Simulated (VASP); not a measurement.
# Bi2Te3 in VASP: single point with PBEsol

Aim: the single point of Bi2Te3 with PBEsol.

Everything below comes from runs of VASP 6.6.1. Logs are shortened: lines on timing, memory, paths and dates and some standing lists are left out, and cuts for length are marked.

## 1. The cell of the first run

The cell holds a slab with vacuum, 15 atoms: a = 4.381 Å, b = 10.419 Å, c = 25.539 Å, α = 90.00°, β = 90.00°, γ = 102.14°.

## 2. Single point, PBEsol

INCAR reads:

```
SYSTEM = Bi2Te3
PREC = Accurate ; ENCUT = 520
EDIFF = 1E-6 ; ISMEAR = 0
SIGMA = 0.05 ; LREAL = Auto
LASPH = .TRUE. ; NELM = 80
ALGO = Fast ; ISIF = 2
LWAVE = .FALSE. ; LCHARG = .FALSE.
LDIPOL = .TRUE. ; IDIPOL = 3
DIPOL = 0.5 0.5 0.500 ; GGA = PS
ISYM = 0 ; NBANDS = 85
```

KPOINTS reads:

```
regular mesh
0
G
  8 4 1
  0 0 0
```

POSCAR reads:

```
Bi2Te3
1.0
    4.3808388136      0.0000000000      0.0000000000
   -2.1904194068     10.1865714844      0.0000000000
    0.0000000000      0.0000000000     25.5394704068
Bi Te
6 9
Direct
    0.1136130001      0.2272260002      0.2936630980
    0.9326249405      0.8652498810      0.4115330589
    0.6367319704      0.2734639408      0.4410650195
    0.4557439108      0.9114878216      0.5589349805
    0.1598509407      0.3197018814      0.5884669411
    0.9788628811      0.9577257622      0.7063369020
    0.8332733673      0.6665467346      0.3216427387
    0.5231189703      0.0462379406      0.3525980784
    0.2129645733      0.4259291466      0.3835534182
    0.3563923376      0.7127846752      0.4690446602
    0.0462379406      0.0924758812      0.5000000000
    0.7360835436      0.4721670872      0.5309553398
    0.8795113079      0.7590226158      0.6164465818
    0.5693569109      0.1387138218      0.6474019216
    0.2592025139      0.5184050278      0.6783572613
```

Potentials or basis: VASP PAW PBE potentials, release 64 (Bi_d, Te).

Launch:

```sh
$ cat potpaw_PBE.64/Bi_d/POTCAR potpaw_PBE.64/Te/POTCAR > POTCAR
$ mpirun -np 1 vasp_std > vasp.out
```

OUTCAR:

```text
SYSTEM = Bi2Te3
   PREC = Accurate
   ENCUT = 520
   EDIFF = 1E-6
   ISMEAR = 0
   LREAL = Auto
   LASPH = .TRUE.
   NELM = 80
   ISIF = 2
   GGA = PS
   ISYM = 0

 ion  position               nearest neighbor table
   1  0.114  0.227  0.294-   9 3.06   8 3.23   8 3.23
   2  0.933  0.865  0.412-   7 3.06  10 3.06  10 3.06   8 3.23   8 3.23  11 3.23
   3  0.637  0.273  0.441-   9 3.06   9 3.06  12 3.06  11 3.23  11 3.23   8 3.23
   4  0.456  0.911  0.559-  13 3.06  13 3.06  10 3.06  11 3.23  11 3.23  14 3.23
   5  0.160  0.320  0.588-  15 3.06  12 3.06  12 3.06  14 3.23  14 3.23  11 3.23
   6  0.979  0.958  0.706-  13 3.06  14 3.23  14 3.23
   7  0.833  0.667  0.322-   2 3.06   9 3.65   9 3.65
   8  0.523  0.046  0.353-   1 3.23   1 3.23   2 3.23   2 3.23   3 3.23
   9  0.213  0.426  0.384-   1 3.06   3 3.06   3 3.06   7 3.65   7 3.65  10 3.65
  10  0.356  0.713  0.469-   2 3.06   2 3.06   4 3.06   9 3.65  12 3.65  12 3.65
  11  0.046  0.092  0.500-   3 3.23   3 3.23   4 3.23   4 3.23   5 3.23   2 3.23
  12  0.736  0.472  0.531-   5 3.06   5 3.06   3 3.06  13 3.65  10 3.65  10 3.65
  13  0.880  0.759  0.616-   6 3.06   4 3.06   4 3.06  15 3.65  15 3.65  12 3.65
  14  0.569  0.139  0.647-   6 3.23   6 3.23   5 3.23   5 3.23   4 3.23
  15  0.259  0.518  0.678-   5 3.06  13 3.65  13 3.65

IMPORTANT INFORMATION: All symmetrisations will be switched off!
NOSYMM: (Re-)initialisation of all symmetry stuff for point group C_1.

----------------------------------------------------------------------------------------

                                     Primitive cell

  volume of cell :    1139.7175

  direct lattice vectors                    reciprocal lattice vectors
     4.380838814  0.000000000  0.000000000     0.228266787  0.049084228  0.000000000
    -2.190419407 10.186571484  0.000000000     0.000000000  0.098168457  0.000000000
     0.000000000  0.000000000 25.539470407     0.000000000  0.000000000  0.039155080

  length of vectors
     4.380838814 10.419413409 25.539470407     0.233484448  0.098168457  0.039155080

  position of ions in fractional coordinates (direct lattice)
     0.113613000  0.227226000  0.293663098
     0.932624940  0.865249881  0.411533059
     0.636731970  0.273463941  0.441065020
     0.455743911  0.911487822  0.558934980
     0.159850941  0.319701881  0.588466941
     0.978862881  0.957725762  0.706336902
     0.833273367  0.666546735  0.321642739
     0.523118970  0.046237941  0.352598078
     0.212964573  0.425929147  0.383553418
     0.356392338  0.712784675  0.469044660
     0.046237941  0.092475881  0.500000000
     0.736083544  0.472167087  0.530955340
     0.879511308  0.759022616  0.616446582
     0.569356911  0.138713822  0.647401922
     0.259202514  0.518405028  0.678357261

  ion indices of the primitive-cell ions
   primitive index   ion index
                 1           1
                 2           2
                 3           3
                 4           4
                 5           5
                 6           6
                 7           7
                 8           8
                 9           9
                10          10
                11          11
                12          12
                13          13
                14          14
                15          15

----------------------------------------------------------------------------------------

 KPOINTS: regular mesh

Automatic generation of k-mesh.
 Grid dimensions read from file:
 generate k-points for:    8    4    1

 Generating k-lattice:

  Cartesian coordinates                     Fractional coordinates (reciprocal lattice)
     0.028533348  0.006135529  0.000000000     0.125000000  0.000000000  0.000000000
     0.000000000  0.024542114  0.000000000     0.000000000  0.250000000  0.000000000
     0.000000000  0.000000000  0.039155080     0.000000000  0.000000000  1.000000000

  Length of vectors
     0.029185556  0.024542114  0.039155080

  Shift w.r.t. Gamma in fractional coordinates (k-lattice)
     0.000000000  0.000000000  0.000000000

 -----------------------------------------------------------------------------
|                                                                             |
|           W    W    AA    RRRRR   N    N  II  N    N   GGGG   !!!           |
[... 21 lines left out ...]

 Found     18 irreducible k-points:

 Following reciprocal coordinates:
            Coordinates               Weight
  0.000000  0.000000  0.000000      1.000000
  0.125000  0.000000  0.000000      2.000000
  0.250000  0.000000  0.000000      2.000000
  0.375000  0.000000  0.000000      2.000000
  0.500000  0.000000  0.000000      1.000000
  0.000000  0.250000  0.000000      2.000000
[... 10 lines left out ...]
  0.375000  0.500000  0.000000      2.000000
  0.500000  0.500000  0.000000      1.000000
   k-points           NKPTS =     18   k-points in BZ     NKDIM =     18   number of bands    NBANDS=     85
   number of dos      NEDOS =    301   number of ions     NIONS =     15
   total plane-waves  NPLWV = 552960
   dimension x,y,z NGX =    36 NGY =   80 NGZ =  192
   dimension x,y,z NGXF=    72 NGYF=  160 NGZF=  384
   ions per type =               6   9
   NGX,Y,Z   is equivalent  to a cutoff of  13.66, 12.76, 12.50 a.u.
   NGXF,Y,Z  is equivalent  to a cutoff of  27.32, 25.53, 25.00 a.u.
 SYSTEM =  Bi2Te3
   PREC   = accura    normal or accurate (medium, high low for compatibility)
   ISTART =      0    job   : 0-new  1-cont  2-samecut
   ICHARG =      2    charge: 1-file 2-atom 10-const
   ISPIN  =      1    spin polarized calculation?
   LNONCOLLINEAR =      F non collinear calculations
   LSORBIT =      F    spin-orbit coupling
   LASPH  =      T    aspherical Exc in radial PAW
   ENCUT  =  520.0 eV  38.22 Ry    6.18 a.u.   8.15 19.37 47.49*2*pi/ulx,y,z
   NELM   =     80;   NELMIN=  2; NELMDL= -5     # of ELM steps
   EDIFF  = 0.1E-05   stopping-criterion for ELM
   LREAL  =      T    real-space projection
   EDIFFG = 0.1E-04   stopping-criterion for IOM
   NSW    =      0    number of steps for IOM
   IBRION =     -1    ionic relax: 0-MD 1-quasi-New 2-CG
   NFREE  =      0    steps in history (QN), initial steepest desc. (CG)
   ISIF   =      2    stress and relaxation
   ISYM   =      0    0-nonsym 1-usesym 2-fastsym
   POTIM  = 0.5000    time-step for ionic-motion
   TEBEG  =    0.0;   TEEND  =   0.0 temperature during run
   PSTRESS=    0.0 pullay stress
   NELECT =     144.0000    total number of electrons
   NUPDOWN=      -1.0000    fix difference up-down
   EMIN   =  10.00;   EMAX   =-10.00  energy-range for DOS
   EFERMI =   0.00;   METHOD = LEGACY
   ISMEAR =     0;   SIGMA  =   0.05  broadening in eV -4-tet -1-fermi 0-gaus
   EFERMI_NEDOS =   21; number of points for ismear=-14 and -15
   IALGO  =     68    algorithm
   IMIX   =      4    mixing-type and parameters
     AMIX     =   0.40;   BMIX     =  1.00
     AMIX_MAG =   1.60;   BMIX_MAG =  1.00
  volume/ion in A,a.u.               =      75.98       512.75
  Fermi-wavevector in a.u.,A,eV,Ry     =   0.821479  1.552371  9.181594  0.674828
  Thomas-Fermi vector in A             =   1.932645
   LORBIT       =      0    0 simple, 1 ext, 2 COOP (PROOUT), +10 PAW based schemes
   GGA     = PS    functional components
   LHFCALC =     F    Hartree Fock is set to
   AEXX    =    0.0000 exact exchange contribution
   IVDW    =     0    specifies the selected vdW correction
   LEPSILON=     F    determine dielectric tensor
   LRPA    =     F    only Hartree local field effects (RPA)
 non-spin polarized calculation
 RMM-DIIS sequential band-by-band and
 Gauss-broadening in eV      SIGMA  =   0.05
  energy-cutoff  :      520.00
  volume of cell :     1139.72
 maximum number of plane-waves:     30750
 NGX is ok and might be reduce to    36
   NGX = 17   NGY = 39   NGZ = 95

 dipolmoment           0.000000      0.000000     -0.000002 electrons x Angstroem

 number of electron     144.0000005 magnetization

 dipolmoment           0.000000      0.000000      0.000003 electrons x Angstroem

 Free energy of the ion-electron system (eV)
  ---------------------------------------------------
  ext. energy  EPLUGINS =         0.00000000
  ---------------------------------------------------
  free energy    TOTEN  =       -55.82719755 eV

  energy without entropy =      -55.81530472  energy(sigma->0) =      -55.82125114

 E-fermi :   0.3251     XC(G=0):  -4.8481

 val. band max:        0.3107786809   @ k =   0.0000   0.5000   0.0000
 cond. band min:       0.3332893570   @ k =   0.0000   0.5000   0.0000
 fundamental gap:      0.0225106761
 Fermi energy:         0.3251212673

 k-point     1 :       0.0000    0.0000    0.0000
  band No.  band energies     occupation
      1     -23.0554      2.00000
      2     -23.0553      2.00000
      3     -23.0429      2.00000
      4     -23.0428      2.00000
      5     -23.0241      2.00000
      6     -23.0239      2.00000
[... 1555 lines left out ...]
     83       2.6753      0.00000
     84       2.8440      0.00000
 [bands above 84 left out]

------------------------ aborting loop because EDIFF is reached ----------------------------------------

 vacuum level on the upper side and lower side of the slab       (xc-potential included)        -0.064        -0.064

  FORCE on cell =-STRESS in cart. coord.  units (eV):
  Direction    XX          YY          ZZ          XY          YZ          ZX
  --------------------------------------------------------------------------------------
  -------------------------------------------------------------------------------------
  Total       -8.8448977     -8.8337857     -8.2740277      0.0308617     -1.2422972     -0.0232819
  in kB      -12.4338664    -12.4182455    -11.6313561      0.0433844     -1.7463806     -0.0327289
  external PRESSURE =     -12.1611560 kB  Pullay stress =       0.0000000 kB

 VOLUME and BASIS-vectors are now :
 -----------------------------------------------------------------------------
  energy-cutoff  :      520.00
  volume of cell :     1139.72
      direct lattice vectors                 reciprocal lattice vectors
     4.380838814  0.000000000  0.000000000     0.228266787  0.049084228  0.000000000
    -2.190419407 10.186571484  0.000000000     0.000000000  0.098168457  0.000000000
     0.000000000  0.000000000 25.539470407     0.000000000  0.000000000  0.039155080

 POSITION                                       TOTAL-FORCE (eV/Angst)
 -----------------------------------------------------------------------------------
      0.00000      2.31465      7.50000         0.009146     -0.169847      1.466702
      2.19042      8.81393     10.51034        -0.011757     -0.732991     -0.682243
      2.19042      2.78566     11.26457        -0.000977     -0.283674     -0.000782
      0.00000      9.28494     14.27490         0.007056      0.280646     -0.014102
     -0.00000      3.25667     15.02913        -0.008457      0.731596      0.682207
      2.19042      9.75594     18.03947         0.007890      0.171287     -1.455871
      2.19042      6.78983      8.21459         0.003248      0.151958      0.682689
      2.19042      0.47101      9.00517         0.000535      0.714135     -0.751708
      0.00000      4.33876      9.79575        -0.003653      0.132336     -0.842807
      0.00000      7.26083     11.97915         0.000451     -0.229147      0.195708
      0.00000      0.94201     12.76974        -0.005663     -0.005575      0.000296
      2.19042      4.80976     13.56032        -0.000674      0.232397     -0.193580
      2.19042      7.73184     15.74372         0.001030     -0.130092      0.846585
      2.19042      1.41302     16.53430        -0.000378     -0.710115      0.748558
      0.00000      5.28077     17.32489         0.002204     -0.152915     -0.681653
 -----------------------------------------------------------------------------------
    total drift:                               -0.005159     -0.014712     -0.004978

  FREE ENERGIE OF THE ION-ELECTRON SYSTEM (eV)
  ---------------------------------------------------
  free  energy   TOTEN  =       -55.8271975478 eV

  energy  without entropy=      -55.8153047234  energy(sigma->0) =      -55.82125114

 vacuum level on the upper side and lower side of the slab         4.526         4.525
```

Wall time 74 min (1 thread of Oxide Virtual Turin-like, shared host); peak memory 1.7 GiB.

Results:

```yaml
Free_energy: -55.8272 eV
Largest_force: 1.477 eV/Å
Band_gap_on_the_k_mesh: zero (bands 72 and 73 overlap by 0.28 eV)
```

Forces on the atoms (eV/Å):
```
Bi   0.009 -0.170  1.467
Bi  -0.012 -0.733 -0.682
Bi  -0.001 -0.284 -0.001
Bi   0.007  0.281 -0.014
Bi  -0.008  0.732  0.682
Bi   0.008  0.171 -1.456
Te   0.003  0.152  0.683
Te   0.001  0.714 -0.752
Te  -0.004  0.132 -0.843
Te   0.000 -0.229  0.196
Te  -0.006 -0.006  0.000
Te  -0.001  0.232 -0.194
Te   0.001 -0.130  0.847
Te   0.000 -0.710  0.749
Te   0.002 -0.153 -0.682
```

Caveat: the PAW data sets were made with another functional, which shifts forces and pressure a little; spin-orbit coupling is left out, which moves the levels of the heavy elements.
